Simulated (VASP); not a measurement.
# PtSe (Fm-3m) in VASP: further runs

The runs below take PtSe through single point, with PBEsol.

Everything below comes from runs of VASP 6.6.1. Logs are shortened: lines on timing, memory, paths and dates and some standing lists are left out, and cuts for length are marked.

## (1) The cell of the first run

The structure is cubic, space group Fm-3m (No. 225). The conventional cell has a = 5.212 Å, b = 5.212 Å, c = 5.212 Å, α = 90.00°, β = 90.00°, γ = 90.00°. Within 3.4 Å of Pt (site symmetry m-3m) lie 6 Se at 2.61 Å. Se (site symmetry m-3m) has 6 Pt at 2.61 Å within 3.4 Å.

## (2) Single point, PBEsol, collinear spin (17.70 Å³/atom)

Input file INCAR:

```
PREC = Accurate
ENCUT = 520
EDIFF = 1E-7
ISMEAR = 0
SIGMA = 0.05
LREAL = False
LASPH = True
NELM = 150
ALGO = Normal
ISIF = 2
LWAVE = False
LCHARG = False
ISPIN = 2
MAGMOM = 0.05 0
LORBIT = 11
LMAXMIX = 4
GGA = PS
NBANDS = 19
```

Input file KPOINTS:

```
regular mesh
0
Gamma
  10 10 10
```

Input file POSCAR:

```
PtSe
1.0
    0.0000000000      2.6058892385      2.6058892385
    2.6058892385      0.0000000000      2.6058892385
    2.6058892385      2.6058892385      0.0000000000
Pt Se
1 1
Direct
    0.5000000000      0.5000000000      0.5000000000
    0.0000000000      0.0000000000      0.0000000000
```

Potentials or basis: VASP PAW PBE potentials, release 64 (Pt, Se).

Command:

```
$ cat potpaw_PBE.64/Pt/POTCAR potpaw_PBE.64/Se/POTCAR > POTCAR
$ mpirun -np 1 vasp_std > vasp.out
```

OUTCAR:

```text
PREC = Accurate
   ENCUT = 520
   EDIFF = 1E-7
   ISMEAR = 0
   LREAL = False
   LASPH = True
   NELM = 150
   ISIF = 2
   ISPIN = 2
   LORBIT = 11
   GGA = PS

 ion  position               nearest neighbor table
   1  0.500  0.500  0.500-   2 2.61   2 2.61   2 2.61   2 2.61   2 2.61   2 2.61
   2  0.000  0.000  0.000-   1 2.61   1 2.61   1 2.61   1 2.61   1 2.61   1 2.61

  LATTYP: Found a face centered cubic cell.
 ALAT       =     5.2117784770

  Lattice vectors:

 A1 = (   0.0000000000,   2.6058892385,   2.6058892385)
 A2 = (   2.6058892385,   0.0000000000,   2.6058892385)
 A3 = (   2.6058892385,   2.6058892385,   0.0000000000)

Analysis of symmetry for initial positions (statically):
=====================================================================
 Subroutine PRICEL returns:
 Original cell was already a primitive cell.

 Routine SETGRP: Setting up the symmetry group for a
 face centered cubic supercell.

 Subroutine GETGRP returns: Found 48 space group operations
 (whereof 48 operations were pure point group operations)
 out of a pool of 48 trial point group operations.

The static configuration has the point symmetry O_h .

Analysis of symmetry for dynamics (positions and initial velocities):
=====================================================================
 Subroutine PRICEL returns:
 Original cell was already a primitive cell.

 Routine SETGRP: Setting up the symmetry group for a
 face centered cubic supercell.

 Subroutine GETGRP returns: Found 48 space group operations
 (whereof 48 operations were pure point group operations)
 out of a pool of 48 trial point group operations.

The dynamic configuration has the point symmetry O_h .

Analysis of structural, dynamic, and magnetic symmetry:
=====================================================================
 Subroutine PRICEL returns:
 Original cell was already a primitive cell.

 Routine SETGRP: Setting up the symmetry group for a
 face centered cubic supercell.

 Subroutine GETGRP returns: Found 48 space group operations
 (whereof 48 operations were pure point group operations)
 out of a pool of 48 trial point group operations.

The overall configuration has the point symmetry O_h .

 Subroutine INISYM returns: Found 48 space group operations
 (whereof 48 operations are pure point group operations),
 and found     1 'primitive' translations

----------------------------------------------------------------------------------------

                                     Primitive cell

  volume of cell :      35.3914

  direct lattice vectors                    reciprocal lattice vectors
     0.000000000  2.605889239  2.605889239    -0.191873082  0.191873082  0.191873082
     2.605889239  0.000000000  2.605889239     0.191873082 -0.191873082  0.191873082
     2.605889239  2.605889239  0.000000000     0.191873082  0.191873082 -0.191873082

  length of vectors
     3.685283903  3.685283903  3.685283903     0.332333927  0.332333927  0.332333927

  position of ions in fractional coordinates (direct lattice)
     0.500000000  0.500000000  0.500000000
     0.000000000  0.000000000  0.000000000

  ion indices of the primitive-cell ions
   primitive index   ion index
                 1           1
                 2           2

----------------------------------------------------------------------------------------

 KPOINTS: regular mesh

Automatic generation of k-mesh.
 Grid dimensions read from file:
 generate k-points for:   10   10   10

 Generating k-lattice:

  Cartesian coordinates                     Fractional coordinates (reciprocal lattice)
    -0.019187308  0.019187308  0.019187308     0.100000000  0.000000000  0.000000000
     0.019187308 -0.019187308  0.019187308     0.000000000  0.100000000  0.000000000
     0.019187308  0.019187308 -0.019187308     0.000000000  0.000000000  0.100000000

  Length of vectors
     0.033233393  0.033233393  0.033233393

  Shift w.r.t. Gamma in fractional coordinates (k-lattice)
     0.000000000  0.000000000  0.000000000

 Subroutine IBZKPT returns following result:
 ===========================================

 Found     47 irreducible k-points:

 Following reciprocal coordinates:
            Coordinates               Weight
  0.000000  0.000000  0.000000      1.000000
  0.100000  0.000000  0.000000      8.000000
  0.200000  0.000000  0.000000      8.000000
  0.300000  0.000000  0.000000      8.000000
  0.400000  0.000000  0.000000      8.000000
  0.500000  0.000000  0.000000      4.000000
[... 16 lines left out ...]
  0.300000  0.300000  0.000000      6.000000
  0.400000  0.300000  0.000000     24.000000
 [... further k-points ...]
   k-points           NKPTS =     47   k-points in BZ     NKDIM =     47   number of bands    NBANDS=     19
   number of dos      NEDOS =    301   number of ions     NIONS =      2
   total plane-waves  NPLWV =  21952
   dimension x,y,z NGX =    28 NGY =   28 NGZ =   28
   dimension x,y,z NGXF=    56 NGYF=   56 NGZF=   56
   ions per type =               1   1
   NGX,Y,Z   is equivalent  to a cutoff of  12.63, 12.63, 12.63 a.u.
   NGXF,Y,Z  is equivalent  to a cutoff of  25.26, 25.26, 25.26 a.u.
 SYSTEM =  unknown system
   PREC   = accura    normal or accurate (medium, high low for compatibility)
   ISTART =      0    job   : 0-new  1-cont  2-samecut
   ICHARG =      2    charge: 1-file 2-atom 10-const
   ISPIN  =      2    spin polarized calculation?
   LNONCOLLINEAR =      F non collinear calculations
   LSORBIT =      F    spin-orbit coupling
   LASPH  =      T    aspherical Exc in radial PAW
   ENCUT  =  520.0 eV  38.22 Ry    6.18 a.u.   6.85  6.85  6.85*2*pi/ulx,y,z
   NELM   =    150;   NELMIN=  2; NELMDL= -5     # of ELM steps
   EDIFF  = 0.1E-06   stopping-criterion for ELM
   LREAL  =      F    real-space projection
   EDIFFG = 0.1E-05   stopping-criterion for IOM
   NSW    =      0    number of steps for IOM
   IBRION =     -1    ionic relax: 0-MD 1-quasi-New 2-CG
   NFREE  =      0    steps in history (QN), initial steepest desc. (CG)
   ISIF   =      2    stress and relaxation
   ISYM   =      2    0-nonsym 1-usesym 2-fastsym
   POTIM  = 0.5000    time-step for ionic-motion
   TEBEG  =    0.0;   TEEND  =   0.0 temperature during run
   PSTRESS=    0.0 pullay stress
   NELECT =      16.0000    total number of electrons
   NUPDOWN=      -1.0000    fix difference up-down
   EMIN   =  10.00;   EMAX   =-10.00  energy-range for DOS
   EFERMI =   0.00;   METHOD = LEGACY
   ISMEAR =     0;   SIGMA  =   0.05  broadening in eV -4-tet -1-fermi 0-gaus
   EFERMI_NEDOS =   21; number of points for ismear=-14 and -15
   IALGO  =     38    algorithm
   IMIX   =      4    mixing-type and parameters
     AMIX     =   0.40;   BMIX     =  1.00
     AMIX_MAG =   1.60;   BMIX_MAG =  1.00
  volume/ion in A,a.u.               =      17.70       119.42
  Fermi-wavevector in a.u.,A,eV,Ry     =   1.256461  2.374366 21.479425  1.578693
  Thomas-Fermi vector in A             =   2.390167
   LORBIT       =     11    0 simple, 1 ext, 2 COOP (PROOUT), +10 PAW based schemes
   GGA     = PS    functional components
   LHFCALC =     F    Hartree Fock is set to
   AEXX    =    0.0000 exact exchange contribution
   IVDW    =     0    specifies the selected vdW correction
   LEPSILON=     F    determine dielectric tensor
   LRPA    =     F    only Hartree local field effects (RPA)
 spin polarized calculation
 Gauss-broadening in eV      SIGMA  =   0.05
  energy-cutoff  :      520.00
  volume of cell :       35.39
 maximum number of plane-waves:       966
   NGX = 13   NGY = 13   NGZ = 13

 number of electron      15.9999999 magnetization      -0.0000283

 number of electron      15.9999999 magnetization       0.0000053

 Free energy of the ion-electron system (eV)
  ---------------------------------------------------
  ext. energy  EPLUGINS =         0.00000000
  ---------------------------------------------------
  free energy    TOTEN  =       -10.89130354 eV

  energy without entropy =      -10.89023768  energy(sigma->0) =      -10.89077061

 E-fermi :   7.9860     XC(G=0): -11.8616

 val. band max:        7.9496225276   @ k =   0.4000   0.2000   0.0000
 cond. band min:       8.0035466883   @ k =   0.2000   0.1000   0.0000
 fundamental gap:      0.0539241607
 Fermi energy:         7.9860187613

 spin component 1

 k-point     1 :       0.0000    0.0000    0.0000
  band No.  band energies     occupation
      1      -7.6097      1.00000
      2       4.6273      1.00000
      3       4.6273      1.00000
      4       4.6273      1.00000
      5       4.6443      1.00000
      6       4.6443      1.00000
[... 11 lines left out ...]
     18      24.2689      0.00000
     19      24.2689      0.00000

 k-point     2 :       0.1000    0.0000    0.0000
  band No.  band energies     occupation
      1      -7.4852      1.00000
      2       4.1428      1.00000
      3       4.1428      1.00000
      4       4.2079      1.00000
      5       4.7192      1.00000
      6       4.7192      1.00000
[... 476 lines left out ...]
 k-point    24 :       0.4000    0.3000    0.0000
  band No.  band energies     occupation
      1      -6.2831      1.00000
      2       1.3781      1.00000
      3       3.3826      1.00000
      4       3.8281      1.00000
      5       4.5416      1.00000
      6       5.5020      1.00000
[... 11 lines left out ...]
     18      26.3784      0.00000
     19      27.1346      0.00000

 [... further k-points ...]

 spin component 2

 k-point     1 :       0.0000    0.0000    0.0000
  band No.  band energies     occupation
      1      -7.6097      1.00000
      2       4.6273      1.00000
      3       4.6273      1.00000
      4       4.6273      1.00000
      5       4.6443      1.00000
      6       4.6443      1.00000
[... 11 lines left out ...]
     18      24.2689      0.00000
     19      24.2689      0.00000

 k-point     2 :       0.1000    0.0000    0.0000
  band No.  band energies     occupation
      1      -7.4852      1.00000
      2       4.1428      1.00000
      3       4.1428      1.00000
      4       4.2078      1.00000
      5       4.7191      1.00000
      6       4.7191      1.00000
[... 476 lines left out ...]
 k-point    24 :       0.4000    0.3000    0.0000
  band No.  band energies     occupation
      1      -6.2831      1.00000
      2       1.3781      1.00000
      3       3.3826      1.00000
      4       3.8281      1.00000
      5       4.5415      1.00000
      6       5.5020      1.00000
[... 11 lines left out ...]
     18      26.3784      0.00000
     19      27.1345      0.00000

 [... further k-points ...]
[... 5 lines left out ...]
  --------------------------------------------------------------------------------------
  -------------------------------------------------------------------------------------
  Total        0.0034944      0.0034944      0.0034944      0.0000000      0.0000000      0.0000000
  in kB        0.1581919      0.1581919      0.1581919      0.0000000      0.0000000      0.0000000
  external PRESSURE =       0.1581919 kB  Pullay stress =       0.0000000 kB

 VOLUME and BASIS-vectors are now :
 -----------------------------------------------------------------------------
  energy-cutoff  :      520.00
  volume of cell :       35.39
      direct lattice vectors                 reciprocal lattice vectors
     0.000000000  2.605889239  2.605889239    -0.191873082  0.191873082  0.191873082
     2.605889239  0.000000000  2.605889239     0.191873082 -0.191873082  0.191873082
     2.605889239  2.605889239  0.000000000     0.191873082  0.191873082 -0.191873082

 POSITION                                       TOTAL-FORCE (eV/Angst)
 -----------------------------------------------------------------------------------
      2.60589      2.60589      2.60589         0.000000     -0.000000     -0.000000
      0.00000      0.00000      0.00000        -0.000000      0.000000      0.000000
 -----------------------------------------------------------------------------------
    total drift:                                0.000000      0.000000      0.000000

  FREE ENERGIE OF THE ION-ELECTRON SYSTEM (eV)
  ---------------------------------------------------
  free  energy   TOTEN  =       -10.8913035373 eV

  energy  without entropy=      -10.8902376832  energy(sigma->0) =      -10.89077061

 total charge

# of ion       s       p       d       tot
------------------------------------------
    1        0.642   0.424   8.202   9.268
    2        1.471   2.181   0.114   3.766
--------------------------------------------------
tot          2.113   2.605   8.316  13.034

 magnetization (x)

# of ion       s       p       d       tot
------------------------------------------
    1       -0.000  -0.000  -0.000  -0.000
    2        0.000  -0.000   0.000   0.000
--------------------------------------------------
tot          0.000  -0.000  -0.000  -0.000
```

It took 36 s on 1 thread of Intel Xeon 6975P-C (Granite Rapids), shared host; peak memory 0.2 GiB.

Results:

| Property | Result |
| --- | --- |
| Free energy | -10.8913 eV |
| Pressure | 0.0 GPa |
| Band gap on the k mesh | zero (filled and empty bands overlap) |
| Net moment | 0.00 μB per cell |
| Valence electrons inside the program's atomic spheres | Pt 9.27; Se 3.77 |

Caveat: the PAW data sets were made with another functional, which shifts forces and pressure a little; spin-orbit coupling is left out, which moves the levels of the heavy elements.

[end of part 1 of 2]
